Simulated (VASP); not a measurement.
# Ta (Fmmm) in VASP: single point with LDA

Aim: the single point of Ta with LDA.

Program: VASP 6.6.1. These are calculated values, not measurements. Logs are shortened: lines on timing, memory, paths and dates and some standing lists are left out, and cuts for length are marked.

## Step 1: The cell of the first run

It takes space group Fmmm (No. 69, orthorhombic). Conventional cell: a = 2.839 Å, b = 4.916 Å, c = 5.066 Å, α = 90.00°, β = 90.00°, γ = 90.00°. Within 3.7 Å of Ta (site symmetry mmm) lie 14 Ta at 2.84 to 3.53 Å.

## Step 2: Single point, LDA (atom 2 moved 0.06 Å, then relaxed in part)

File INCAR:

```
SYSTEM = Ta
ALGO     = Fast           ! electronic algorithm
EDIFF    = 1E-6           ! SCF threshold, eV
ENCUT    = 520            ! plane-wave cutoff, eV
ISIF     = 2              ! what is computed and relaxed
ISMEAR   = 0              ! smearing method
LASPH    = .TRUE.         ! aspherical terms in the spheres
LCHARG   = .FALSE.        ! write CHGCAR
LREAL    = .FALSE.        ! projectors in reciprocal space
LWAVE    = .FALSE.        ! write WAVECAR
NBANDS   = 18             ! bands
NELM     = 100            ! most SCF steps
PREC     = Accurate       ! precision mode
SIGMA    = 0.15           ! smearing width, eV
```

File KPOINTS:

```
k-points
0
G
  12 12 8
  0 0 0
```

File POSCAR:

```
Ta
1.0
    2.8385205513      0.0000000000      0.0000000000
   -1.4192602757      2.4582309066      0.0000000000
    0.0000000000      0.0000000000      5.0658835747
Ta
2
Direct
    0.7499944635      0.4999847183      0.7500001871
    0.2500055365      0.5000152817      0.2499998129
```

Potentials or basis: VASP PAW LDA potentials, release 64 (Ta_pv).

Launch:

```sh
> cat potpaw_LDA.64/Ta_pv/POTCAR > POTCAR
> mpirun -np 1 vasp_std > vasp.out
```

OUTCAR:

```text
SYSTEM = Ta
   EDIFF = 1E-6
   ENCUT = 520
   ISIF = 2
   ISMEAR = 0
   LASPH = .TRUE.
   LREAL = .FALSE.
   NELM = 100
   PREC = Accurate

 ion  position               nearest neighbor table
   1  0.750  0.500  0.750-   2 2.90   2 2.90   2 2.90   2 2.90   2 3.53   2 3.53   2 3.53   2 3.53

   2  0.250  0.500  0.250-   1 2.90   1 2.90   1 2.90   1 2.90   1 3.53   1 3.53   1 3.53   1 3.53

  LATTYP: Found a hexagonal cell.
 ALAT       =     2.8385205513
 C/A-ratio  =     1.7846915261

  Lattice vectors:

 A1 = (   2.8385205513,   0.0000000000,   0.0000000000)
 A2 = (  -1.4192602757,   2.4582309066,   0.0000000000)
 A3 = (   0.0000000000,   0.0000000000,   5.0658835747)

Analysis of symmetry for initial positions (statically):
=====================================================================
 Subroutine PRICEL returns:
 Original cell was already a primitive cell.

 Routine SETGRP: Setting up the symmetry group for a
 hexagonal supercell.

 Subroutine GETGRP returns: Found  8 space group operations
 (whereof  4 operations were pure point group operations)
 out of a pool of 24 trial point group operations.

The static configuration has the point symmetry C_2h.
 The point group associated with its full space group is D_2h.

Analysis of symmetry for dynamics (positions and initial velocities):
=====================================================================
 Subroutine PRICEL returns:
 Original cell was already a primitive cell.

 Routine SETGRP: Setting up the symmetry group for a
 hexagonal supercell.

 Subroutine GETGRP returns: Found  8 space group operations
 (whereof  4 operations were pure point group operations)
 out of a pool of 24 trial point group operations.

The dynamic configuration has the point symmetry C_2h.
 The point group associated with its full space group is D_2h.

 Subroutine INISYM returns: Found  8 space group operations
 (whereof  4 operations are pure point group operations),
 and found     1 'primitive' translations

----------------------------------------------------------------------------------------

                                     Primitive cell

  volume of cell :      35.3484

  direct lattice vectors                    reciprocal lattice vectors
     2.838520551  0.000000000  0.000000000     0.352296199  0.203398305  0.000000000
    -1.419260276  2.458230907  0.000000000     0.000000000  0.406796610  0.000000000
     0.000000000  0.000000000  5.065883575     0.000000000  0.000000000  0.197398931

  length of vectors
     2.838520551  2.838520551  5.065883575     0.406796610  0.406796610  0.197398931

  position of ions in fractional coordinates (direct lattice)
     0.749994464  0.499984718  0.750000187
     0.250005536  0.500015282  0.249999813

  ion indices of the primitive-cell ions
   primitive index   ion index
                 1           1
                 2           2

----------------------------------------------------------------------------------------

 KPOINTS: k-points

Automatic generation of k-mesh.
 Grid dimensions read from file:
 generate k-points for:   12   12    8

 Generating k-lattice:

  Cartesian coordinates                     Fractional coordinates (reciprocal lattice)
     0.029358017  0.016949859  0.000000000     0.083333333  0.000000000  0.000000000
     0.000000000  0.033899718  0.000000000     0.000000000  0.083333333  0.000000000
     0.000000000  0.000000000  0.024674866     0.000000000  0.000000000  0.125000000

  Length of vectors
     0.033899718  0.033899718  0.024674866

  Shift w.r.t. Gamma in fractional coordinates (k-lattice)
     0.000000000  0.000000000  0.000000000

 Subroutine IBZKPT returns following result:
 ===========================================

 Found    215 irreducible k-points:

 Following reciprocal coordinates:
            Coordinates               Weight
  0.000000  0.000000  0.000000      1.000000
  0.083333  0.000000  0.000000      4.000000
  0.000000  0.083333  0.000000      2.000000
  0.166667  0.000000  0.000000      4.000000
  0.000000  0.166667  0.000000      2.000000
  0.250000  0.000000  0.000000      4.000000
[... 16 lines left out ...]
 -0.083333  0.416667  0.000000      4.000000
 -0.416667  0.333333  0.000000      4.000000
 [... further k-points ...]
   k-points           NKPTS =    215   k-points in BZ     NKDIM =    215   number of bands    NBANDS=     18
   number of dos      NEDOS =    301   number of ions     NIONS =      2
   total plane-waves  NPLWV =  23040
   dimension x,y,z NGX =    24 NGY =   24 NGZ =   40
   dimension x,y,z NGXF=    48 NGYF=   48 NGZF=   80
   ions per type =               2
   NGX,Y,Z   is equivalent  to a cutoff of  14.06, 14.06, 13.13 a.u.
   NGXF,Y,Z  is equivalent  to a cutoff of  28.11, 28.11, 26.25 a.u.
 SYSTEM =  Ta
   PREC   = accura    normal or accurate (medium, high low for compatibility)
   ISTART =      0    job   : 0-new  1-cont  2-samecut
   ICHARG =      2    charge: 1-file 2-atom 10-const
   ISPIN  =      1    spin polarized calculation?
   LNONCOLLINEAR =      F non collinear calculations
   LSORBIT =      F    spin-orbit coupling
   LASPH  =      T    aspherical Exc in radial PAW
   ENCUT  =  520.0 eV  38.22 Ry    6.18 a.u.   5.28  5.28  9.42*2*pi/ulx,y,z
   NELM   =    100;   NELMIN=  2; NELMDL= -5     # of ELM steps
   EDIFF  = 0.1E-05   stopping-criterion for ELM
   LREAL  =      F    real-space projection
   EDIFFG = 0.1E-04   stopping-criterion for IOM
   NSW    =      0    number of steps for IOM
   IBRION =     -1    ionic relax: 0-MD 1-quasi-New 2-CG
   NFREE  =      0    steps in history (QN), initial steepest desc. (CG)
   ISIF   =      2    stress and relaxation
   ISYM   =      2    0-nonsym 1-usesym 2-fastsym
   POTIM  = 0.5000    time-step for ionic-motion
   TEBEG  =    0.0;   TEEND  =   0.0 temperature during run
   PSTRESS=    0.0 pullay stress
   NELECT =      22.0000    total number of electrons
   NUPDOWN=      -1.0000    fix difference up-down
   EMIN   =  10.00;   EMAX   =-10.00  energy-range for DOS
   EFERMI =   0.00;   METHOD = LEGACY
   ISMEAR =     0;   SIGMA  =   0.15  broadening in eV -4-tet -1-fermi 0-gaus
   EFERMI_NEDOS =   21; number of points for ismear=-14 and -15
   IALGO  =     68    algorithm
   IMIX   =      4    mixing-type and parameters
     AMIX     =   0.40;   BMIX     =  1.00
     AMIX_MAG =   1.60;   BMIX_MAG =  1.00
  volume/ion in A,a.u.               =      17.67       119.27
  Fermi-wavevector in a.u.,A,eV,Ry     =   1.397738  2.641342 26.581312  1.953671
  Thomas-Fermi vector in A             =   2.520965
   LORBIT       =      0    0 simple, 1 ext, 2 COOP (PROOUT), +10 PAW based schemes
   GGA     = CA    functional components
   LHFCALC =     F    Hartree Fock is set to
   AEXX    =    0.0000 exact exchange contribution
   IVDW    =     0    specifies the selected vdW correction
   LEPSILON=     F    determine dielectric tensor
   LRPA    =     F    only Hartree local field effects (RPA)
 non-spin polarized calculation
 RMM-DIIS sequential band-by-band and
 Gauss-broadening in eV      SIGMA  =   0.15
  energy-cutoff  :      520.00
  volume of cell :       35.35
 maximum number of plane-waves:       972
 NGX is ok and might be reduce to    24
   NGX = 11   NGY = 11   NGZ = 19

 number of electron      21.9999998 magnetization

 Free energy of the ion-electron system (eV)
  ---------------------------------------------------
  ext. energy  EPLUGINS =         0.00000000
  ---------------------------------------------------
  free energy    TOTEN  =       -25.34518811 eV

  energy without entropy =      -25.32313325  energy(sigma->0) =      -25.33416068

 E-fermi :   5.8583     XC(G=0): -12.8781

 val. band max:        5.8561064758   @ k =  -0.4167   0.3333   0.0000
 cond. band min:       5.8589904416   @ k =   0.4167   0.3333   0.2500
 fundamental gap:      0.0028839658
 Fermi energy:         5.8582980381

 k-point     1 :       0.0000    0.0000    0.0000
  band No.  band energies     occupation
      1     -28.5196      2.00000
      2     -27.3851      2.00000
      3     -27.3342      2.00000
      4     -27.2696      2.00000
      5     -27.2045      2.00000
      6     -27.1196      2.00000
[... 10 lines left out ...]
     17      11.0953      0.00000
     18      12.9960      0.00000

 k-point     2 :       0.0833    0.0000    0.0000
  band No.  band energies     occupation
      1     -28.4890      2.00000
      2     -27.4089      2.00000
      3     -27.3918      2.00000
      4     -27.3149      2.00000
      5     -27.2378      2.00000
      6     -27.1902      2.00000
[... 10 lines left out ...]
     17      10.8051      0.00000
     18      13.2695      0.00000

 k-point     3 :       0.0000    0.0833    0.0000
  band No.  band energies     occupation
      1     -28.5007      2.00000
      2     -27.3786      2.00000
      3     -27.3674      2.00000
      4     -27.3552      2.00000
      5     -27.2881      2.00000
      6     -27.1391      2.00000
[... 10 lines left out ...]
     17      10.8720      0.00000
     18      12.9373      0.00000

 k-point     4 :       0.1667    0.0000    0.0000
  band No.  band energies     occupation
      1     -28.4011      2.00000
      2     -27.6311      2.00000
      3     -27.5211      2.00000
      4     -27.4140      2.00000
      5     -27.3047      2.00000
      6     -27.2939      2.00000
[... 375 lines left out ...]
      4     -27.5417      2.00000
      5     -27.5294      2.00000
      6     -27.5285      2.00000
[... 10 lines left out ...]
     17      12.1514      0.00000
     18      14.5684      0.00000

 k-point    23 :      -0.0833    0.4167    0.0000
  band No.  band energies     occupation
      1     -28.4093      2.00000
      2     -28.2524      2.00000
      3     -28.1980      2.00000
      4     -27.6395      2.00000
      5     -27.4194      2.00000
      6     -27.3154      2.00000
[... 10 lines left out ...]
     17      12.3526      0.00000
     18      14.2762      0.00000

 k-point    24 :      -0.4167    0.3333    0.0000
  band No.  band energies     occupation
      1     -28.3227      2.00000
      2     -28.2883      2.00000
      3     -27.9664      2.00000
      4     -27.6227      2.00000
      5     -27.5532      2.00000
      6     -27.5238      2.00000
[... 10 lines left out ...]
     17      12.7104      0.00000
     18      14.4463      0.00000

 [... further k-points ...]

------------------------ aborting loop because EDIFF is reached ----------------------------------------

  FORCE on cell =-STRESS in cart. coord.  units (eV):
  Direction    XX          YY          ZZ          XY          YZ          ZX
  --------------------------------------------------------------------------------------
  -------------------------------------------------------------------------------------
  Total        3.2788219     -1.1011938     -2.3055926      0.0000000      0.0000000      0.0000000
  in kB      148.6135762    -49.9119380   -104.5016711      0.0000000      0.0000000      0.0000000
  external PRESSURE =      -1.9333443 kB  Pullay stress =       0.0000000 kB

 VOLUME and BASIS-vectors are now :
 -----------------------------------------------------------------------------
  energy-cutoff  :      520.00
  volume of cell :       35.35
      direct lattice vectors                 reciprocal lattice vectors
     2.838520551  0.000000000  0.000000000     0.352296199  0.203398305  0.000000000
    -1.419260276  2.458230907  0.000000000     0.000000000  0.406796610  0.000000000
     0.000000000  0.000000000  5.065883575     0.000000000  0.000000000  0.197398931

 POSITION                                       TOTAL-FORCE (eV/Angst)
 -----------------------------------------------------------------------------------
      1.41927      1.22908      3.79941        -0.000000      0.000210      0.000000
     -0.00001      1.22915      1.26647         0.000000     -0.000210      0.000000
 -----------------------------------------------------------------------------------
    total drift:                               -0.001632      0.000798     -0.000072

  FREE ENERGIE OF THE ION-ELECTRON SYSTEM (eV)
  ---------------------------------------------------
  free  energy   TOTEN  =       -25.3451881105 eV

  energy  without entropy=      -25.3231332532  energy(sigma->0) =      -25.33416068
```

Wall time 40 s (1 thread of Intel Xeon 6975P-C (Granite Rapids), shared host); peak memory 0.22 GiB.

Results:

| Property | Result |
| --- | --- |
| Free energy | -25.3452 eV |
| Pressure | -0.2 GPa |
| Band gap on the k mesh | zero (band 11 reaches 8.19 eV, above the bottom of band 12 at 4.50 eV) |

Levels at points of the mesh, in eV from the Fermi level:
| k point | band 8 | band 9 | band 10 | band 11 | band 12 | band 13 | band 14 | band 15 |
| --- | --- | --- | --- | --- | --- | --- | --- | --- |
| (0.00, 0.00, 0.00) | -4.94 | -1.29 | 0.35 | 0.39 | 1.17 | 1.25 | 1.67 | 2.14 |
| (0.50, 0.00, 0.00) | -3.73 | -2.14 | -2.14 | -0.29 | -0.29 | 2.87 | 2.87 | 7.13 |
| (0.00, 0.50, 0.00) | -4.48 | -4.03 | 0.60 | 0.75 | 0.90 | 3.06 | 6.33 | 6.72 |
| (0.00, 0.00, 0.50) | -6.28 | -1.14 | -1.14 | 0.92 | 0.92 | 0.98 | 0.98 | 4.15 |
| (0.50, 0.00, 0.50) | -4.68 | -2.69 | -2.69 | 2.33 | 2.33 | 3.25 | 3.25 | 6.81 |
| (0.00, 0.50, 0.50) | -3.68 | -2.69 | -2.69 | 0.92 | 0.92 | 2.73 | 2.73 | 6.01 |

Caveat: the cell differs from its parent crystal (atom 2 moved 0.06 Å, then relaxed in part); spin-orbit coupling is left out, which moves the levels of the heavy elements.
